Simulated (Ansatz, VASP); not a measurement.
# MnO in VASP and in Ansatz

```
Mn O
1.0
     0.00000    2.16993    2.16993
     2.16993    0.00000    2.16993
     2.16993    2.16993    0.00000
Mn O
1 1
Direct
  0.00000 0.00000 0.00000
  0.50000 0.50000 0.50000
```

Alike in both runs: functional PBEsol; k mesh 16 × 16 × 16; occupations gaussian, width 0.1 eV; collinear spin.

Ansatz relaxed the structure, and its values are those at the end. VASP's run is a single point on that final structure, the one shown.

|  | VASP | Ansatz |
| --- | --- | --- |
| version | VASP 6.6.1 | Ansatz 0.2.0 |
| potentials or method | VASP PAW PBE potentials, release 64 (Mn_pv, O), cutoff 520 eV | scalar-relativistic, plane waves, PAW |
| valence electrons in the cell | 19 | 21 |

```csv
,VASP,Ansatz,Ansatz less VASP
gap on the k mesh at the Fermi level (eV),none,none,-
pressure (GPa),0.4,-0.1,-0.45
net moment per atom (μB),2.26,2.26,+0.001
size of the moment on the site where the two differ most (μB),4.13,3.82,-0.309
```

VASP's potentials were made for PBE, not for PBEsol. Site moments also hang on the region over which each program counts them. A gap of «none» marks a metal or a gap that the smearing closes. VASP's potentials hold 19 valence electrons a cell and Ansatz's 21, so a difference there can come from the potentials and not from the codes.
